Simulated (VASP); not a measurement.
Runs of VASP 6.6.1 on TlBr. It takes space group Pm-3m (No. 221, cubic). The conventional cell has a = 3.995 Å, b = 3.995 Å, c = 3.995 Å, α = 90.00°, β = 90.00°, γ = 90.00°. Tl (site symmetry m-3m) has 8 Br at 3.46 Å and 6 Tl at 3.99 Å within 4.5 Å. Br (site symmetry m-3m) has 8 Tl at 3.46 Å and 6 Br at 3.99 Å within 4.5 Å. 

```csv
k mesh,smearing,gap on the mesh (eV),pressure (GPa)
2 × 2 × 2,gaussian 0.01 eV,1.76,(a)
4 × 4 × 4,gaussian 0.01 eV,1.88,1.0
4 × 4 × 4,methfessel-paxton 0.2 eV,1.88,1.0
4 × 4 × 4,gaussian 0.05 eV,1.88,1.0
```

Alike in all rows: task single point; level PBE; potentials or basis VASP PAW PBE potentials, release 64 (Tl_d, Br); no spin polarisation; cell as given; cutoff (eV) 500.

Question: Estimate the missing entries.

Answer: (a) 4.2.

Caveats: some runs use coarse meshes; spin-orbit coupling is left out, which moves the levels of the heavy elements.

A k mesh can miss the band edges, and the runs leave out spin-orbit coupling on Br, Tl.
